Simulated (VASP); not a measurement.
Input of a VASP 6.6.1 run:

The input POSCAR:

```
BaF2
1.0
    0.0000000000      3.0971637718      3.0971637718
    3.0971637718      0.0000000000      3.0971637718
    3.0971637718      3.0971637718      0.0000000000
Ba F
1 2
Direct
    0.0000000000      0.0000000000      0.0000000000
    0.2500000000      0.2500000000      0.2500000000
    0.7500000000      0.7500000000      0.7500000000
```

The input INCAR.step1:

```
PREC = Accurate ; ENCUT = 500
EDIFF = 1E-8 ; ISMEAR = 0
SIGMA = 0.01 ; LREAL = False
LASPH = True ; NELM = 60
ALGO = Normal ; LWAVE = True
LCHARG = False
```

INCAR.step2

```
PREC = Accurate ; ENCUT = 500
EDIFF = 1E-8 ; ISMEAR = 0
SIGMA = 0.01 ; LREAL = False
LASPH = True ; NELM = 1
ALGO = Exact ; LWAVE = True
LCHARG = False ; NBANDS = 132
LOPTICS = True ; ISTART = 1
```

File INCAR.step3:

```
PREC = Accurate ; ENCUT = 500
EDIFF = 1E-8 ; ISMEAR = 0
SIGMA = 0.01 ; LREAL = False
LASPH = True ; ALGO = EVGW0
LWAVE = False ; LCHARG = False
NELMGW = 1 ; NBANDS = 132
ENCUTGW = 150.0 ; NOMEGA = 48
PRECFOCK = Fast ; ISTART = 1
NBANDSGW = 20
```

The input KPOINTS:

```
Automatic mesh
0
Gamma
  4 4 4
```

Potentials or basis: VASP PAW LDA potentials, release 64 (Ba_sv_GW, F_GW).

Run with:

```console
$ cat potpaw_LDA.64/Ba_sv_GW/POTCAR potpaw_LDA.64/F_GW/POTCAR > POTCAR
$ cp INCAR.step1 INCAR
$ mpirun -np 1 vasp_std > vasp.out
$ cp INCAR.step2 INCAR
$ mpirun -np 1 vasp_std > vasp.out
$ cp INCAR.step3 INCAR
$ mpirun -np 1 vasp_std > vasp.out
```

Task: Estimate the quasiparticle gap.

Result: 9.53 eV.

Task: What does it give for the least direct quasiparticle gap?

Result: 9.66 eV.

Task: Estimate the least direct gap of the starting levels on the mesh.

Result: 6.57 eV.

Task: Estimate the band gap of the starting levels on the mesh.

Result: 6.47 eV.

Caveat: the k points lie up to 0.44 Å⁻¹ apart; bands, screening cutoff and mesh are small and nothing is extrapolated, so the quasiparticle values aren't converged; spin-orbit coupling is left out, which moves the levels of the heavy elements.
